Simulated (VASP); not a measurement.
# SiC (I-4m2) in VASP: further runs, part 2 of 2

VASP 6.6.1. Earlier steps stand in the parts before.

## Step 3: Single point, LDA (in-plane strain -0.02)

INCAR reads:

```
ALGO = Normal
EDIFF = 1E-6
ENCUT = 520
ISIF = 2
ISMEAR = 0
LASPH = True
LCHARG = False
LREAL = False
LWAVE = False
NBANDS = 11
NELM = 100
PREC = Accurate
SIGMA = 0.01
```

KPOINTS reads:

```
k-points
0
Gamma
  10 10 10
```

POSCAR reads:

```
SiC
1.0
    2.1211956799      2.1211956799      0.0000000000
   -2.1211956799      2.1211956799      0.0000000000
    0.0000000000      2.1211956799      2.1904592123
Si C
1 1
Direct
    0.0000000000      0.0000000000      0.0000000000
    0.7500000000      0.2500000000      0.5000000000
```

Potentials or basis: VASP PAW LDA potentials, release 64 (Si, C).

Run with:

```
cat potpaw_LDA.64/Si/POTCAR potpaw_LDA.64/C/POTCAR > POTCAR
mpirun -np 1 vasp_std > vasp.out
```

Run time: 21 s. Hardware: 1 thread of Intel Xeon Platinum 8259CL at 2.50GHz (Skylake/Cascade Lake), shared host; peak memory 0.13 GiB.

Results (log left out):

```
Free energy            : -16.6172 eV
Pressure               : 7.3 GPa
Band gap on the k mesh : 1.09 eV, indirect (least direct gap 4.52 eV)
```

Stress tensor (GPa, compression positive):
```
10.26  0.00  0.00
 0.00 10.26  0.00
 0.00  0.00  1.25
```

Levels at points of the mesh, in eV from the valence-band top:
| k point | band 1 | band 2 | band 3 | band 4 | band 5 | band 6 | band 7 | band 8 | band 9 |
| --- | --- | --- | --- | --- | --- | --- | --- | --- | --- |
| (0.00, 0.00, 0.00) | -15.78 | -0.23 | 0.00 | 0.00 | 6.78 | 7.43 | 7.43 | 7.50 | 14.11 |
| (0.50, 0.00, 0.00) | -11.97 | -8.91 | -1.35 | -0.94 | 5.62 | 7.14 | 7.50 | 10.13 | 16.36 |
| (0.50, 0.50, 0.00) | -10.35 | -7.91 | -3.51 | -3.45 | 1.09 | 4.09 | 13.72 | 14.79 | 15.26 |
| (0.00, 0.00, 0.50) | -10.62 | -8.33 | -3.12 | -3.12 | 1.39 | 4.66 | 14.41 | 14.41 | 14.77 |

Caveat: the cell differs from its parent crystal (in-plane strain -0.02).

## Step 4: Single point, LDA (film at in-plane strain -0.02)

INCAR reads:

```
ALGO     = Normal         # electronic algorithm
EDIFF    = 1E-7           # SCF threshold, eV
ENCUT    = 520            # plane-wave cutoff, eV
ISIF     = 2              # what is computed and relaxed
ISMEAR   = 0              # smearing method
LASPH    = T              # aspherical terms in the spheres
LCHARG   = T              # write CHGCAR
LELF     = T              # ELF
LREAL    = F              # projectors in reciprocal space
LVHAR    = T            
LWAVE    = F              # write WAVECAR
NBANDS   = 11             # bands
NELM     = 100            # most SCF steps
PREC     = Accurate       # precision mode
SIGMA    = 0.01           # smearing width, eV
```

KPOINTS is that of step 3.

POSCAR: that of step 3 with these lines changed.

```diff
@@ -4,3 +4,3 @@
    -2.1211956799      2.1211956799      0.0000000000
-    0.0000000000      2.1211956799      2.1904592123
+    0.0000000000      2.1211956799      2.1943214682
 Si C
```

Potentials or basis: VASP PAW LDA potentials, release 64 (Si, C).

Run with:

```
cat potpaw_LDA.64/Si/POTCAR potpaw_LDA.64/C/POTCAR > POTCAR
mpirun -np 1 vasp_std > vasp.out
```

OUTCAR:

```text
EDIFF = 1E-7
   ENCUT = 520
   ISIF = 2
   ISMEAR = 0
   LASPH = T
   LREAL = F
   NELM = 100
   PREC = Accurate

 ion  position               nearest neighbor table
   1  0.000  0.000  0.000-   2 1.86   2 1.86   2 1.86   2 1.86
   2  0.750  0.250  0.500-   1 1.86   1 1.86   1 1.86   1 1.86

  LATTYP: Found a body centered tetragonal cell.
 ALAT       =     2.9998236990
 C/A-ratio  =     1.4629669530

  Lattice vectors:

 A1 = (   2.1211956799,   0.0000000000,  -2.1943214682)
 A2 = (  -2.1211956799,   0.0000000000,  -2.1943214682)
 A3 = (   0.0000000000,   2.1211956799,   2.1943214682)

Analysis of symmetry for initial positions (statically):
=====================================================================
 Subroutine PRICEL returns:
 Original cell was already a primitive cell.

 Routine SETGRP: Setting up the symmetry group for a
 body centered tetragonal supercell.

 Subroutine GETGRP returns: Found  8 space group operations
 (whereof  8 operations were pure point group operations)
 out of a pool of 16 trial point group operations.

The static configuration has the point symmetry D_2d.

Analysis of symmetry for dynamics (positions and initial velocities):
[... 166 lines left out ...]

 k-point     1 :       0.0000    0.0000    0.0000
  band No.  band energies     occupation
      1      -7.0817      2.00000
      2       8.4434      2.00000
      3       8.6893      2.00000
      4       8.6893      2.00000
      5      15.4421      0.00000
      6      16.1029      0.00000
      7      16.1029      0.00000
      8      16.1801      0.00000
      9      22.7575      0.00000
     10      23.8746      0.00000
     11      25.2302      0.00000
[... 309 lines left out ...]
 k-point    24 :       0.4000    0.3000    0.0000
  band No.  band energies     occupation
      1      -2.0579      2.00000
      2       1.1414      2.00000
      3       3.2759      2.00000
      4       6.1053      2.00000
      5      12.0840      0.00000
      6      17.2865      0.00000
      7      19.5290      0.00000
      8      20.6135      0.00000
      9      22.1453      0.00000
     10      24.4395      0.00000
     11      30.6878      0.00000

 [... further k-points ...]
[... 5 lines left out ...]
  --------------------------------------------------------------------------------------
  -------------------------------------------------------------------------------------
  Total        1.2284124      1.2284124      0.0534196      0.0000000      0.0000000     -0.0000000
  in kB       99.6696806     99.6696806      4.3343069      0.0000000      0.0000000     -0.0000000
  external PRESSURE =      67.8912227 kB  Pullay stress =       0.0000000 kB

 VOLUME and BASIS-vectors are now :
 -----------------------------------------------------------------------------
  energy-cutoff  :      520.00
  volume of cell :       19.75
      direct lattice vectors                 reciprocal lattice vectors
     2.121195680  2.121195680  0.000000000     0.235716113  0.235716113 -0.227860871
    -2.121195680  2.121195680  0.000000000    -0.235716113  0.235716113 -0.227860871
     0.000000000  2.121195680  2.194321468     0.000000000  0.000000000  0.455721741

 POSITION                                       TOTAL-FORCE (eV/Angst)
 -----------------------------------------------------------------------------------
      0.00000      0.00000      0.00000        -0.000000     -0.000000      0.000000
      1.06060      3.18179      1.09716         0.000000      0.000000      0.000000
 -----------------------------------------------------------------------------------
    total drift:                                0.000000      0.000000     -0.000000

  FREE ENERGIE OF THE ION-ELECTRON SYSTEM (eV)
  ---------------------------------------------------
  free  energy   TOTEN  =       -16.6173854557 eV

  energy  without entropy=      -16.6173854557  energy(sigma->0) =      -16.61738546
```

OSZICAR:

```text
N       E                     dE             d eps       ncg     rms          rms(c)
DAV:   1     0.123614162536E+01    0.12361E+01   -0.40371E+03  2340   0.617E+02
DAV:   2    -0.182396445680E+02   -0.19476E+02   -0.18415E+02  2824   0.110E+02
DAV:   3    -0.187951736338E+02   -0.55553E+00   -0.55455E+00  2776   0.155E+01
DAV:   4    -0.187973291269E+02   -0.21555E-02   -0.21554E-02  2615   0.124E+00
DAV:   5    -0.187973390345E+02   -0.99077E-05   -0.99076E-05  2793   0.765E-02    0.958E+00
DAV:   6    -0.167212319570E+02    0.20761E+01   -0.73223E+00  2529   0.122E+01    0.426E+00
DAV:   7    -0.166384221838E+02    0.82810E-01   -0.44471E-01  2700   0.382E+00    0.188E+00
DAV:   8    -0.166177997884E+02    0.20622E-01   -0.27660E-02  2601   0.101E+00    0.183E-01
DAV:   9    -0.166173734680E+02    0.42632E-03   -0.20204E-03  2790   0.245E-01    0.987E-02
DAV:  10    -0.166173854473E+02   -0.11979E-04   -0.12394E-04  2526   0.693E-02    0.342E-02
DAV:  11    -0.166173857253E+02   -0.27796E-06   -0.26666E-06  2744   0.106E-02    0.154E-02
DAV:  12    -0.166173854512E+02    0.27413E-06   -0.74721E-07  2571   0.415E-03    0.811E-04
DAV:  13    -0.166173854557E+02   -0.45001E-08   -0.41481E-08  1569   0.126E-03
   1 F= -.16617385E+02 E0= -.16617385E+02  d E =-.975732E-39
```

It took 24 s on 1 thread of Intel Xeon Platinum 8259CL at 2.50GHz (Skylake/Cascade Lake), shared host; peak memory 0.13 GiB.

Results:

| Quantity | Value |
| --- | --- |
| Free energy | -16.6174 eV |
| Pressure | 6.8 GPa |
| Band gap on the k mesh | 1.08 eV, indirect (least direct gap 4.51 eV) |

Stress tensor (GPa, compression positive):
```
9.97 0.00 0.00
0.00 9.97 0.00
0.00 0.00 0.43
```

Levels at points of the mesh, in eV from the valence-band top:
```tsv
k point	band 1	band 2	band 3	band 4	band 5	band 6	band 7	band 8	band 9
(0.00, 0.00, 0.00)	-15.77	-0.25	0.00	0.00	6.75	7.41	7.41	7.49	14.07
(0.50, 0.00, 0.00)	-11.97	-8.90	-1.37	-0.93	5.58	7.13	7.51	10.12	16.32
(0.50, 0.50, 0.00)	-10.35	-7.90	-3.52	-3.46	1.08	4.07	13.66	14.79	15.24
(0.00, 0.00, 0.50)	-10.63	-8.34	-3.11	-3.11	1.40	4.67	14.39	14.39	14.72
```

Caveat: the cell differs from its parent crystal (film at in-plane strain -0.02).

## Step 5: Single point, LDA (in-plane strain -0.01, then relaxed in part)

INCAR reads:

```
SYSTEM = SiC
PREC = Accurate ; ENCUT = 520
EDIFF = 1E-7 ; ISMEAR = 0
SIGMA = 0.01 ; LREAL = .FALSE.
LASPH = .TRUE. ; NELM = 60
ALGO = Normal ; ISIF = 2
LWAVE = .FALSE. ; LCHARG = .TRUE.
GGA = CA ; LELF = .TRUE.
LVHAR = .TRUE. ; NBANDS = 11
```

KPOINTS reads:

```
regular mesh
0
G
  10 10 10
  0 0 0
```

POSCAR reads:

```
SiC
1.0
    2.1428405337      2.1428405337      0.0000000000
   -2.1428405337      2.1428405337      0.0000000000
    0.0000000000      2.1428405337      2.1795904173
Si C
1 1
Direct
    0.0000000000      0.0000000000      0.0000000000
    0.7500000000      0.2500000000      0.5000000000
```

Run with:

```
cat potpaw_LDA.64/Si/POTCAR potpaw_LDA.64/C/POTCAR > POTCAR
mpirun -np 1 vasp_std > vasp.out
```

Wall time 23 s (1 thread of Intel Xeon Platinum 8259CL at 2.50GHz (Skylake/Cascade Lake), shared host); peak memory 0.13 GiB.

The run converged. Its results:

```yaml
Free_energy: -16.6360 eV
Pressure: 3.5 GPa
Band_gap_on_the_k_mesh: 1.18 eV, indirect (least direct gap 4.52 eV)
```

Stress tensor (GPa, compression positive):
```
5.02 0.00 0.00
0.00 5.02 0.00
0.00 0.00 0.42
```

Levels at points of the mesh, in eV from the valence-band top:
| k point | band 2 | band 3 | band 4 | band 5 | band 6 | band 7 |
| --- | --- | --- | --- | --- | --- | --- |
| (0.00, 0.00, 0.00) | -0.12 | 0.00 | 0.00 | 6.64 | 7.37 | 7.37 |
| (0.50, 0.00, 0.00) | -8.78 | -1.21 | -0.99 | 5.62 | 7.13 | 7.36 |
| (0.50, 0.50, 0.00) | -7.89 | -3.37 | -3.34 | 1.18 | 4.17 | 13.87 |
| (0.00, 0.00, 0.50) | -8.10 | -3.17 | -3.17 | 1.34 | 4.47 | 14.22 |

Caveat: the cell differs from its parent crystal (in-plane strain -0.01, then relaxed in part). A k mesh can miss the band edges.

## Step 6: Overview

| cell | gap on the mesh (eV) | pressure (GPa) |
| --- | --- | --- |
| a = 3.000, b = 3.000, c = 3.052 Å, angles 60.6, 60.6, 90.0°, 2 atoms | 1.08 | 6.8 |
| a = 3.000, b = 3.000, c = 3.049 Å, angles 60.5, 60.5, 90.0°, 2 atoms | 1.09 | 7.3 |
| a = 3.030, b = 3.030, c = 3.057 Å, angles 60.3, 60.3, 90.0°, 2 atoms | 1.18 | 3.5 |

Alike in all rows: task single point; level LDA; potentials or basis VASP PAW LDA potentials, release 64 (Si, C); no spin polarisation; k mesh 10 × 10 × 10; cutoff (eV) 520; smearing gaussian 0.01 eV.

Total energies depend on the potentials used, so only differences within one code and one set of settings carry meaning.
